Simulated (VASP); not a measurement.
## Zr2F: single point with PBE

Crystal: Zr2F.

```xyz
6
Lattice="3.1667 0.0000 0.0000 0.0000 3.1667 0.0000 0.0000 0.0000 11.2734" Properties=species:S:1:pos:R:3 pbc="T T T"
Zr    0.0000    1.5833    1.7465
Zr    0.0000    1.5833    7.3832
Zr    1.5833    0.0000    3.8902
Zr    1.5833    0.0000    9.5269
F     0.0000    0.0000    0.0000
F     1.5833    1.5833    5.6367
```

```json
{"Program": "VASP 6.6.1", "Task": "single point", "Functional": "PBE", "Potentials or basis": "VASP PAW PBE potentials, release 64 (Zr_sv, F)", "Cutoff": "520 eV", "k mesh": "12 × 12 × 4", "Occupations": "gaussian, width 0.1 eV", "Spin": "no spin polarisation", "Dipole correction": "no", "Further INCAR settings": "ALGO = Normal; EDIFF = 1e-07; NBANDS = 40"}
```

```
Pressure               : 0.0 GPa
Largest force          : 0.015 eV/Å
Band gap on the k mesh : zero (band 31 reaches 8.80 eV, above the bottom of band 32 at 7.27 eV)
```

Forces on the atoms (eV/Å):
```
Zr   0.000  0.000  0.015
Zr   0.000  0.000  0.015
Zr   0.000  0.000 -0.015
Zr   0.000  0.000 -0.015
F    0.000  0.000  0.000
F    0.000  0.000  0.000
```

Levels at points of the mesh, in eV from the Fermi level:
| k point | band 27 | band 28 | band 29 | band 30 | band 31 | band 32 | band 33 | band 34 | band 35 | band 36 |
| --- | --- | --- | --- | --- | --- | --- | --- | --- | --- | --- |
| (0.00, 0.00, 0.00) | -2.86 | -2.66 | -2.06 | -1.32 | -0.48 | 0.59 | 0.76 | 1.64 | 1.64 | 1.86 |
| (0.50, 0.00, 0.00) | -1.51 | -1.51 | 0.19 | 0.19 | 0.39 | 0.39 | 1.04 | 1.04 | 1.31 | 1.31 |
| (0.50, 0.50, 0.00) | -1.87 | -1.87 | -1.50 | -1.50 | -0.81 | -0.81 | 1.39 | 1.39 | 3.63 | 3.63 |
| (0.00, 0.00, 0.50) | -2.67 | -2.67 | -1.79 | -1.79 | 0.11 | 0.11 | 1.42 | 1.42 | 1.68 | 1.68 |
| (0.50, 0.00, 0.50) | -1.59 | -1.59 | 0.20 | 0.20 | 0.40 | 0.40 | 1.12 | 1.12 | 1.20 | 1.20 |
| (0.50, 0.50, 0.50) | -2.01 | -2.01 | -1.39 | -1.39 | -0.99 | -0.99 | 1.65 | 1.65 | 3.22 | 3.22 |

Run time: 8.6 min on 1 thread of Oxide Virtual Turin-like Processor, with other jobs on the host, peak memory 0.36 GiB.
